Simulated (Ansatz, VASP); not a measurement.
# MgCd2S3: VASP beside Ansatz

```xyz
12
Lattice="4.1486 0.0000 0.0000 -2.0743 3.5928 0.0000 0.0000 0.0000 20.1666" Properties=species:S:1:pos:R:3 pbc="T T T"
Mg    2.0743    1.1976   10.1277
Mg    2.0743    1.1976   16.7651
Cd    0.0000    2.3952   20.1172
Cd    0.0000    2.3952    6.8465
Cd    0.0000    2.3952   13.4857
Cd    2.0743    1.1976    3.3942
S     0.0000    2.3952    2.5198
S     0.0000    2.3952    9.4153
S     0.0000    2.3952   16.0527
S     2.0743    1.1976    5.9649
S     2.0743    1.1976   12.6008
S     2.0743    1.1976   19.2382
```

Alike in both runs: task single point; functional PBE; k mesh 6 × 6 × 1; occupations gaussian, width 0.1 eV; no spin polarisation.

|  | VASP | Ansatz |
| --- | --- | --- |
| version | VASP 6.6.1 | Ansatz 0.2.0 |
| potentials or method | VASP PAW PBE potentials, release 64 (Mg, Cd, S), cutoff 520 eV | scalar-relativistic, plane waves, PAW |
| valence electrons in the cell | 88 | 136 |

```csv
,VASP,Ansatz,Ansatz less VASP
gap on the k mesh at the Fermi level (eV),1.53,1.53,-0.001
least direct gap on the mesh (eV),1.53,1.53,-0.001
pressure (GPa),0.2,0.0,-0.16
rms of the force components (eV/Å),0.015,0.003,-0.0117
```

Atom by atom the forces differ by 0.013 eV/Å (rms over components). VASP's potentials hold 88 valence electrons a cell and Ansatz's 136, so a difference there can come from the potentials and not from the codes.
